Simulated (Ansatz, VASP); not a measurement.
## One calculation of MgO, two programs

```
CELL_PARAMETERS angstrom
0.00000 2.10217 2.10217
2.10217 0.00000 2.10217
2.10217 2.10217 0.00000
ATOMIC_POSITIONS crystal
Mg 0.00000 0.00000 0.00000
O 0.50000 0.50000 0.50000
```

Alike in both runs: task single point; functional PBE-based screened hybrid with a share of 0.05 of exact exchange and HFSCREEN = 0.2078; k mesh 6 × 6 × 6; no spin polarisation.

|  | VASP | Ansatz |
| --- | --- | --- |
| version | VASP 6.6.1 | Ansatz 0.2.0 |
| potentials or method | VASP PAW PBE potentials, release 64 (Mg, O) | plane waves |
| plane-wave cutoff (eV) | 520 | 420 |
| occupations | gaussian, width 0.01 eV | fixed |
| valence electrons in the cell | 8 | 16 |

VASP gave:

* gap on the k mesh at the Fermi level (eV): 5.12
* pressure (GPa): 3.8

Estimate Ansatz's values.

gap on the k mesh at the Fermi level (eV): 5.14; pressure (GPa): 4.4.

VASP's potentials were made for PBE, not for PBE-based screened hybrid. VASP's potentials hold 8 valence electrons a cell and Ansatz's 16, so a difference there can come from the potentials and not from the codes. Ansatz's warnings: stress exchange threshold loose, stress scf threshold loose.

The k mesh is coarse, so the values compare programs but aren't converged.
